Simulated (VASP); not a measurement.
Runs of VASP 6.6.1 on TiO2. The structure is that of space group I4/mmm (No. 139), or close to it. The cells are those of the table. 

```csv
level,cell,smearing,gap on the mesh (eV),pressure (GPa)
r2SCAN,"a = 3.456, b = 3.456, c = 3.521 Å, angles 59.4, 59.4, 61.3°, 3 atoms",gaussian 0.01 eV,1.08,(a)
PBE,"a = 3.431, b = 3.431, c = 3.497 Å, angles 59.4, 59.4, 61.3°, 3 atoms",fermi-dirac 0.02 eV,0.70,-6.6
r2SCAN,"a = 3.431, b = 3.431, c = 3.497 Å, angles 59.4, 59.4, 61.3°, 3 atoms",gaussian 0.01 eV,1.09,(c)
PBE,"a = 3.456, b = 3.456, c = 3.521 Å, angles 59.4, 59.4, 61.3°, 3 atoms",fermi-dirac 0.02 eV,0.69,(b)
```

Alike in all rows: task single point; potentials or basis VASP PAW PBE potentials, release 64 (Ti_sv, O); no spin polarisation; k mesh 10 × 10 × 10; cutoff (eV) 520.

Problem. Estimate the missing entries.

Solution. (a) -16.6; (b) -11.1; (c) -12.1.

Caveats: the PAW data sets were made with another functional, which shifts forces and pressure a little (some runs).

A k mesh can miss the band edges.
